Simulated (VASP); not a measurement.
Rh, 1 atom in the cell. Symmetry: Pm-3m, No. 221, cubic system. Conventional cell: a = 2.649 Å, b = 2.649 Å, c = 2.649 Å, α = 90.00°, β = 90.00°, γ = 90.00°. Within 3.5 Å of Rh (site symmetry m-3m) lie 6 Rh at 2.65 Å.  This cell differs from its parent crystal: volume scaled by 1.12.

| Quantity | Value |
| --- | --- |
| Program | VASP 6.6.1 |
| Task | single point |
| Functional | revPBE |
| Potentials or basis | VASP PAW PBE potentials, release 64 (Rh_pv) |
| Cutoff | 520 eV |
| k mesh | 14 × 14 × 14 |
| Occupations | fermi-dirac, width 0.1 eV |
| Spin | no spin polarisation |
| Dipole correction | no |
| Further INCAR settings | ALGO = Normal; EDIFF = 1e-07; NBANDS = 14 |

Potentials or basis: VASP PAW PBE potentials, release 64 (Rh_pv).

The run is started by

```bash
$ cat potpaw_PBE.64/Rh_pv/POTCAR > POTCAR
$ mpirun -np 1 vasp_std > vasp.out
```

Hardware: 1 thread of Intel Xeon 8259CL (shared host).

Q: Estimate the wall time of this run.

A: Run time: 35 s on 1 thread of Intel Xeon 8259CL, with other jobs on the host, peak memory 0.14 GiB. Counts: scf iterations 13, k points 120.
